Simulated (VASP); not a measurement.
# Hf8HN8 (a cell with a defect) in VASP: single point with PBE

Aim: the single point of Hf8HN8 (a cell with a defect) with PBE.

Everything below comes from runs of VASP 6.6.1. Logs are shortened: lines on timing, memory, paths and dates and some standing lists are left out, and cuts for length are marked.

## (1) The cell of the first run

The cell holds a defect, 17 atoms: a = 6.432 Å, b = 6.432 Å, c = 6.432 Å, α = 60.00°, β = 60.00°, γ = 60.00°.

## (2) Single point, PBE

The input, INCAR:

```
PREC = Accurate
ENCUT = 520
EDIFF = 1E-6
ISMEAR = 1
SIGMA = 0.1
LREAL = Auto
LASPH = True
NELM = 60
ALGO = Normal
ISIF = 2
LWAVE = False
LCHARG = False
GGA = PE
NBANDS = 74
```

The input, KPOINTS:

```
regular mesh
0
Gamma
  4 4 4
```

The input, POSCAR:

```
Hf8HN8
1.0
    0.0000000000      4.5478633500      4.5478633500
    4.5478633500      0.0000000000      4.5478633500
    4.5478633500      4.5478633500      0.0000000000
Hf N H
8 8 1
Direct
    0.0018968346      0.0009724467      0.0009668138
    0.0019228541      0.0009936973      0.4962016363
    0.0018556130      0.4962566281      0.0009858890
   -0.0012371735      0.5004071174      0.5004438705
    0.4970039109      0.0010427074      0.0010089313
    0.5012967682     -0.0022117887      0.5004939583
    0.5013168510      0.5004347764     -0.0021546109
    0.5013364706      0.5004400288      0.5004919933
    0.2582404971      0.2573194518      0.2573541636
    0.2582231274      0.2573376206      0.7271639244
    0.2582590731      0.7270821998      0.2573861475
    0.2455546484      0.7514500675      0.7515378579
    0.7280051292      0.2572942703      0.2573975419
    0.7523433986      0.2447566517      0.7514948038
    0.7523489458      0.7514903819      0.2447403547
    0.7523527988      0.7514768626      0.7514713331
    0.1256239721      0.1248104893      0.1247894499
```

Potentials or basis: VASP PAW PBE potentials, release 64 (Hf_pv, N, H).

Launch:

```console
$ cat potpaw_PBE.64/Hf_pv/POTCAR potpaw_PBE.64/N/POTCAR potpaw_PBE.64/H/POTCAR > POTCAR
$ mpirun -np 1 vasp_std > vasp.out
```

OUTCAR:

```text
PREC = Accurate
   ENCUT = 520
   EDIFF = 1E-6
   ISMEAR = 1
   LREAL = Auto
   LASPH = True
   NELM = 60
   ISIF = 2
   GGA = PE

 ion  position               nearest neighbor table
   1  0.002  0.001  0.001-  17 1.95  12 2.27  14 2.27  15 2.27  10 2.33  13 2.33  11 2.33   5 3.18
                             2 3.19   3 3.19   6 3.22   4 3.22   7 3.22   4 3.22   7 3.22   6 3.22
   2  0.002  0.001  0.496-  17 1.95  12 2.27  14 2.27  16 2.27   9 2.33  13 2.33  11 2.33   5 3.18
                             3 3.19   1 3.19   6 3.22   4 3.22   8 3.22   8 3.22   4 3.22   6 3.22
   3  0.002  0.496  0.001-  17 1.95  12 2.27  15 2.27  16 2.27  10 2.33   9 2.33  13 2.33   5 3.18
                             2 3.19   1 3.19   7 3.22   4 3.22   8 3.22   8 3.22   4 3.22   7 3.22
   4  0.999  0.500  0.500-  11 2.21   9 2.21  10 2.21  14 2.28  16 2.28  15 2.28   8 3.20   6 3.20
                             7 3.20   2 3.22   1 3.22   3 3.22   3 3.22   1 3.22   2 3.22   7 3.23
   5  0.497  0.001  0.001-  17 1.95  14 2.27  15 2.27  16 2.27   9 2.33  10 2.33  11 2.33   2 3.18
                             1 3.18   3 3.18   8 3.22   7 3.22   6 3.22   6 3.22   7 3.22   8 3.22
   6  0.501  0.998  0.500-   9 2.21  13 2.21  10 2.21  16 2.28  15 2.28  12 2.28   8 3.20   7 3.20
                             4 3.20   2 3.22   1 3.22   5 3.22   5 3.22   1 3.22   2 3.22   4 3.23
   7  0.501  0.500  0.998-  11 2.21   9 2.21  13 2.21  14 2.28  12 2.28  16 2.28   8 3.20   6 3.20
                             4 3.20   5 3.22   1 3.22   3 3.22   3 3.22   1 3.22   5 3.22   4 3.23
   8  0.501  0.500  0.500-  11 2.21  10 2.21  13 2.21  14 2.28  12 2.28  15 2.28   6 3.20   7 3.20
                             4 3.20   5 3.22   2 3.22   3 3.22   3 3.22   2 3.22   5 3.22   4 3.23
   9  0.258  0.257  0.257-   4 2.21   7 2.21   6 2.21   5 2.33   2 2.33   3 2.33
  10  0.258  0.257  0.727-   4 2.21   8 2.21   6 2.21   5 2.33   1 2.33   3 2.33
  11  0.258  0.727  0.257-   4 2.21   8 2.21   7 2.21   5 2.33   2 2.33   1 2.33
  12  0.246  0.751  0.752-   3 2.27   1 2.27   2 2.27   8 2.28   7 2.28   6 2.28
  13  0.728  0.257  0.257-   6 2.21   7 2.21   8 2.21   2 2.33   1 2.33   3 2.33
  14  0.752  0.245  0.751-   1 2.27   5 2.27   2 2.27   8 2.28   7 2.28   4 2.28
  15  0.752  0.751  0.245-   3 2.27   1 2.27   5 2.27   6 2.28   8 2.28   4 2.28
  16  0.752  0.751  0.751-   3 2.27   2 2.27   5 2.27   6 2.28   7 2.28   4 2.28
  17  0.126  0.125  0.125-   5 1.95   1 1.95   2 1.95   3 1.95

  LATTYP: Found a face centered cubic cell.
 ALAT       =     9.0957267000

  Lattice vectors:

 A1 = (   0.0000000000,   4.5478633500,   4.5478633500)
 A2 = (   4.5478633500,   0.0000000000,   4.5478633500)
 A3 = (   4.5478633500,   4.5478633500,   0.0000000000)

Analysis of symmetry for initial positions (statically):
=====================================================================
 Subroutine PRICEL returns:
 Original cell was already a primitive cell.

 Routine SETGRP: Setting up the symmetry group for a
 face centered cubic supercell.

 Subroutine GETGRP returns: Found  1 space group operations
 (whereof  1 operations were pure point group operations)
 out of a pool of 48 trial point group operations.

The static configuration has the point symmetry C_1 .

Analysis of symmetry for dynamics (positions and initial velocities):
=====================================================================
 Subroutine PRICEL returns:
 Original cell was already a primitive cell.

 Routine SETGRP: Setting up the symmetry group for a
 face centered cubic supercell.

 Subroutine GETGRP returns: Found  1 space group operations
 (whereof  1 operations were pure point group operations)
 out of a pool of 48 trial point group operations.

The dynamic configuration has the point symmetry C_1 .

 Subroutine INISYM returns: Found  1 space group operations
 (whereof  1 operations are pure point group operations),
 and found     1 'primitive' translations

----------------------------------------------------------------------------------------

                                     Primitive cell

  volume of cell :     188.1275

  direct lattice vectors                    reciprocal lattice vectors
     0.000000000  4.547863350  4.547863350    -0.109941738  0.109941738  0.109941738
     4.547863350  0.000000000  4.547863350     0.109941738 -0.109941738  0.109941738
     4.547863350  4.547863350  0.000000000     0.109941738  0.109941738 -0.109941738

  length of vectors
     6.431650029  6.431650029  6.431650029     0.190424676  0.190424676  0.190424676

  position of ions in fractional coordinates (direct lattice)
     0.001896835  0.000972447  0.000966814
     0.001922854  0.000993697  0.496201636
     0.001855613  0.496256628  0.000985889
     0.998762826  0.500407117  0.500443870
     0.497003911  0.001042707  0.001008931
     0.501296768  0.997788211  0.500493958
[... 9 lines left out ...]
     0.752352799  0.751476863  0.751471333
     0.125623972  0.124810489  0.124789450

  ion indices of the primitive-cell ions
   primitive index   ion index
                 1           1
                 2           2
                 3           3
                 4           4
                 5           5
                 6           6
[... 9 lines left out ...]
                16          16
                17          17

----------------------------------------------------------------------------------------

 KPOINTS: regular mesh

Automatic generation of k-mesh.
 Grid dimensions read from file:
 generate k-points for:    4    4    4

 Generating k-lattice:

  Cartesian coordinates                     Fractional coordinates (reciprocal lattice)
    -0.027485434  0.027485434  0.027485434     0.250000000  0.000000000  0.000000000
     0.027485434 -0.027485434  0.027485434     0.000000000  0.250000000  0.000000000
     0.027485434  0.027485434 -0.027485434     0.000000000  0.000000000  0.250000000

  Length of vectors
     0.047606169  0.047606169  0.047606169

  Shift w.r.t. Gamma in fractional coordinates (k-lattice)
     0.000000000  0.000000000  0.000000000

 Subroutine IBZKPT returns following result:
 ===========================================

 Found     36 irreducible k-points:

 Following reciprocal coordinates:
            Coordinates               Weight
  0.000000  0.000000  0.000000      1.000000
  0.250000  0.000000  0.000000      2.000000
  0.000000  0.250000  0.000000      2.000000
  0.000000  0.000000  0.250000      2.000000
  0.250000  0.250000  0.250000      2.000000
  0.500000  0.000000  0.000000      1.000000
[... 16 lines left out ...]
  0.250000  0.500000  0.500000      2.000000
  0.500000  0.000000  0.250000      2.000000
 [... further k-points ...]
   k-points           NKPTS =     36   k-points in BZ     NKDIM =     36   number of bands    NBANDS=     74
   number of dos      NEDOS =    301   number of ions     NIONS =     17
   total plane-waves  NPLWV = 110592
   dimension x,y,z NGX =    48 NGY =   48 NGZ =   48
   dimension x,y,z NGXF=    96 NGYF=   96 NGZF=   96
   ions per type =               8   8   1
   NGX,Y,Z   is equivalent  to a cutoff of  12.41, 12.41, 12.41 a.u.
   NGXF,Y,Z  is equivalent  to a cutoff of  24.81, 24.81, 24.81 a.u.
 SYSTEM =  unknown system
   PREC   = accura    normal or accurate (medium, high low for compatibility)
   ISTART =      0    job   : 0-new  1-cont  2-samecut
   ICHARG =      2    charge: 1-file 2-atom 10-const
   ISPIN  =      1    spin polarized calculation?
   LNONCOLLINEAR =      F non collinear calculations
   LSORBIT =      F    spin-orbit coupling
   LASPH  =      T    aspherical Exc in radial PAW
   ENCUT  =  520.0 eV  38.22 Ry    6.18 a.u.  11.96 11.96 11.96*2*pi/ulx,y,z
   NELM   =     60;   NELMIN=  2; NELMDL= -5     # of ELM steps
   EDIFF  = 0.1E-05   stopping-criterion for ELM
   LREAL  =      T    real-space projection
   EDIFFG = 0.1E-04   stopping-criterion for IOM
   NSW    =      0    number of steps for IOM
   IBRION =     -1    ionic relax: 0-MD 1-quasi-New 2-CG
   NFREE  =      0    steps in history (QN), initial steepest desc. (CG)
   ISIF   =      2    stress and relaxation
   ISYM   =      2    0-nonsym 1-usesym 2-fastsym
   POTIM  = 0.5000    time-step for ionic-motion
   TEBEG  =    0.0;   TEEND  =   0.0 temperature during run
   PSTRESS=    0.0 pullay stress
   NELECT =     121.0000    total number of electrons
   NUPDOWN=      -1.0000    fix difference up-down
   EMIN   =  10.00;   EMAX   =-10.00  energy-range for DOS
   EFERMI =   0.00;   METHOD = LEGACY
   ISMEAR =     1;   SIGMA  =   0.10  broadening in eV -4-tet -1-fermi 0-gaus
   EFERMI_NEDOS =   21; number of points for ismear=-14 and -15
   IALGO  =     38    algorithm
   IMIX   =      4    mixing-type and parameters
     AMIX     =   0.40;   BMIX     =  1.00
     AMIX_MAG =   1.60;   BMIX_MAG =  1.00
  volume/ion in A,a.u.               =      11.07        74.68
  Fermi-wavevector in a.u.,A,eV,Ry     =   1.413142  2.670452 27.170440  1.996971
  Thomas-Fermi vector in A             =   2.534818
   LORBIT       =      0    0 simple, 1 ext, 2 COOP (PROOUT), +10 PAW based schemes
   GGA     = PE    functional components
   LHFCALC =     F    Hartree Fock is set to
   AEXX    =    0.0000 exact exchange contribution
   IVDW    =     0    specifies the selected vdW correction
   LEPSILON=     F    determine dielectric tensor
   LRPA    =     F    only Hartree local field effects (RPA)
 non-spin polarized calculation
 Methfessel and Paxton  Order N= 1 SIGMA  =   0.10
  energy-cutoff  :      520.00
  volume of cell :      188.13
 maximum number of plane-waves:      5104
   NGX = 23   NGY = 23   NGZ = 23

 number of electron     121.0000006 magnetization

 Free energy of the ion-electron system (eV)
  ---------------------------------------------------
  ext. energy  EPLUGINS =         0.00000000
  ---------------------------------------------------
  free energy    TOTEN  =      -175.74783830 eV

  energy without entropy =     -175.73559111  energy(sigma->0) =     -175.74375590

 E-fermi :   8.2927     XC(G=0): -12.6809

 val. band max:        8.2926309704   @ k =   0.2500   0.5000   0.5000
 cond. band min:       8.2927233255   @ k =   0.5000   0.2500   0.5000
 fundamental gap:      0.0000923551
 Fermi energy:         8.2926890385

 k-point     1 :       0.0000    0.0000    0.0000
  band No.  band energies     occupation
      1     -23.9332      2.00000
      2     -23.8693      2.00000
      3     -23.8693      2.00000
      4     -23.8693      2.00000
      5     -23.7424      2.00000
      6     -23.7168      2.00000
[... 64 lines left out ...]
     71      11.7529      0.00000
     72      11.7578      0.00000

 k-point     2 :       0.2500    0.0000    0.0000
  band No.  band energies     occupation
      1     -23.8647      2.00000
      2     -23.8080      2.00000
      3     -23.8080      2.00000
      4     -23.7596      2.00000
      5     -23.6909      2.00000
      6     -23.6726      2.00000
[... 64 lines left out ...]
     71      11.2336      0.00000
     72      11.5351      0.00000

 k-point     3 :       0.0000    0.2500    0.0000
  band No.  band energies     occupation
      1     -23.8647      2.00000
      2     -23.8080      2.00000
      3     -23.8079      2.00000
      4     -23.7597      2.00000
      5     -23.6909      2.00000
      6     -23.6726      2.00000
[... 1564 lines left out ...]
     71      11.2704      0.00000
     72      11.4231      0.00000

 k-point    24 :       0.5000    0.0000    0.2500
  band No.  band energies     occupation
      1     -23.7281      2.00000
      2     -23.6720      2.00000
      3     -23.6605      2.00000
      4     -23.6115      2.00000
      5     -23.6084      2.00000
      6     -23.5759      2.00000
[... 64 lines left out ...]
     71      11.2701      0.00000
     72      11.4223      0.00000

 [... further k-points ...]

 [bands above 72 left out]

------------------------ aborting loop because EDIFF is reached ----------------------------------------

  FORCE on cell =-STRESS in cart. coord.  units (eV):
  Direction    XX          YY          ZZ          XY          YZ          ZX
  --------------------------------------------------------------------------------------
  -------------------------------------------------------------------------------------
  Total        2.5022959      2.5047127      2.5071687      0.0045308     -0.0031209      0.0037814
  in kB       21.3106666     21.3312485     21.3521650      0.0385863     -0.0265790      0.0322041
  external PRESSURE =      21.3313601 kB  Pullay stress =       0.0000000 kB

 VOLUME and BASIS-vectors are now :
 -----------------------------------------------------------------------------
  energy-cutoff  :      520.00
  volume of cell :      188.13
      direct lattice vectors                 reciprocal lattice vectors
     0.000000000  4.547863350  4.547863350    -0.109941738  0.109941738  0.109941738
     4.547863350  0.000000000  4.547863350     0.109941738 -0.109941738  0.109941738
     4.547863350  4.547863350  0.000000000     0.109941738  0.109941738 -0.109941738

 POSITION                                       TOTAL-FORCE (eV/Angst)
 -----------------------------------------------------------------------------------
      0.00882      0.01302      0.01305         0.000767      0.000203     -0.001816
      2.26118      2.26540      0.01326        -0.000158     -0.000854     -0.002591
      2.26139      0.01292      2.26535        -0.001423      0.001582     -0.001236
      4.55173      6.81819      6.81802        -0.022647      0.022906      0.022977
      0.00933      2.26489      2.26505        -0.000730      0.001908     -0.000978
      6.81398      4.55601      6.81763         0.021878     -0.021882      0.022017
[... 9 lines left out ...]
      6.83520      6.83919      6.83921        -0.003090     -0.003268     -0.003709
      1.13515      1.13885      1.13894         0.000210      0.001217     -0.000596
 -----------------------------------------------------------------------------------
    total drift:                               -0.003793      0.003948      0.004164

  FREE ENERGIE OF THE ION-ELECTRON SYSTEM (eV)
  ---------------------------------------------------
  free  energy   TOTEN  =      -175.7478382995 eV

  energy  without entropy=     -175.7355911064  energy(sigma->0) =     -175.74375590
```

Run time: 29 min. Hardware: 1 thread of AMD EPYC 7R13 (Zen 3), shared host; peak memory 0.48 GiB.

What came out:

| Quantity | Value |
| --- | --- |
| Free energy | -175.7478 eV |
| Pressure | 2.1 GPa |
| Largest force | 0.040 eV/Å |
| Band gap on the k mesh | zero (an odd number of electrons rules out a gap without spin polarisation) |

Forces on the atoms (eV/Å):
```
Hf   0.001  0.000 -0.002
Hf   0.000 -0.001 -0.003
Hf  -0.001  0.002 -0.001
Hf  -0.023  0.023  0.023
Hf  -0.001  0.002 -0.001
Hf   0.022 -0.022  0.022
Hf   0.023  0.021 -0.023
Hf  -0.022 -0.023 -0.023
N    0.005  0.004  0.006
N   -0.006 -0.006  0.006
N   -0.004  0.002 -0.003
N   -0.005  0.004  0.007
N    0.006 -0.007 -0.003
N    0.003 -0.003  0.003
N    0.004  0.004 -0.004
N   -0.003 -0.003 -0.004
H    0.000  0.001 -0.001
```

Levels at points of the mesh, in eV from the Fermi level:
| k point | band 57 | band 58 | band 59 | band 60 | band 61 | band 62 | band 63 | band 64 |
| --- | --- | --- | --- | --- | --- | --- | --- | --- |
| (0.00, 0.00, 0.00) | -2.99 | -2.99 | -2.99 | -0.43 | -0.43 | -0.43 | -0.03 | 1.86 |
| (0.50, 0.00, 0.00) | -2.86 | -0.72 | -0.72 | -0.65 | -0.65 | -0.65 | 0.34 | 0.49 |
| (0.00, 0.50, 0.00) | -2.86 | -0.72 | -0.72 | -0.65 | -0.65 | -0.65 | 0.34 | 0.49 |
| (0.00, 0.00, 0.50) | -2.86 | -0.72 | -0.72 | -0.66 | -0.65 | -0.65 | 0.34 | 0.49 |
| (0.50, 0.50, 0.50) | -2.86 | -0.72 | -0.72 | -0.66 | -0.65 | -0.65 | 0.34 | 0.49 |
| (0.50, 0.50, 0.00) | -3.27 | -2.43 | -0.66 | 0.71 | 1.16 | 1.24 | 1.33 | 1.49 |
| (0.00, 0.50, 0.50) | -3.27 | -2.43 | -0.66 | 0.71 | 1.16 | 1.24 | 1.33 | 1.49 |
| (0.50, 0.00, 0.50) | -3.27 | -2.43 | -0.66 | 0.71 | 1.16 | 1.24 | 1.33 | 1.49 |

Caveat: spin-orbit coupling is left out, which moves the levels of the heavy elements; an odd number of electrons without spin polarisation forces a metal; a magnetic or distorted state may lie lower.
